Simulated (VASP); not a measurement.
A run of VASP 6.6.1 is set up as follows.

File INCAR:

```
PREC = Accurate
ENCUT = 520
EDIFF = 1E-6
ISMEAR = 0
SIGMA = 0.05
LREAL = F
LASPH = T
NELM = 100
ALGO = Normal
ISIF = 2
LWAVE = F
LCHARG = F
GGA = PE
NBANDS = 25
```

Contents of KPOINTS:

```
Automatic mesh
0
Gamma
  6 6 10
```

Contents of POSCAR:

```
SiO2
1.0
    4.4435036663      0.0000000000      0.0000000000
    0.0000000000      4.4435036663      0.0000000000
    0.0000000000      0.0000000000      2.7376426088
Si O
2 4
Direct
    0.5000000000      0.5000000000      0.5000000000
    0.0000000000      0.0000000000      0.0000000000
    0.6930127928      0.6930127928      0.0000000000
    0.1930127928      0.8069872072      0.5000000000
    0.3069872072      0.3069872072      0.0000000000
    0.8069872072      0.1930127928      0.5000000000
```

Potentials or basis: VASP PAW PBE potentials, release 64 (Si, O).

Launch:

```console
$ cat potpaw_PBE.64/Si/POTCAR potpaw_PBE.64/O/POTCAR > POTCAR
$ mpirun -np 1 vasp_std > vasp.out
```

Question: What does it give for the pressure?

Answer: -25.1 GPa.

Question: Predict the largest force.

Answer: 0.988 eV/Å.

Forces on the atoms (eV/Å):
```
Si   0.000  0.000  0.000
Si   0.000  0.000  0.000
O   -0.699 -0.699  0.000
O   -0.699  0.699  0.000
O    0.699  0.699  0.000
O    0.699 -0.699  0.000
```

Caveat: the cell stands under tension.
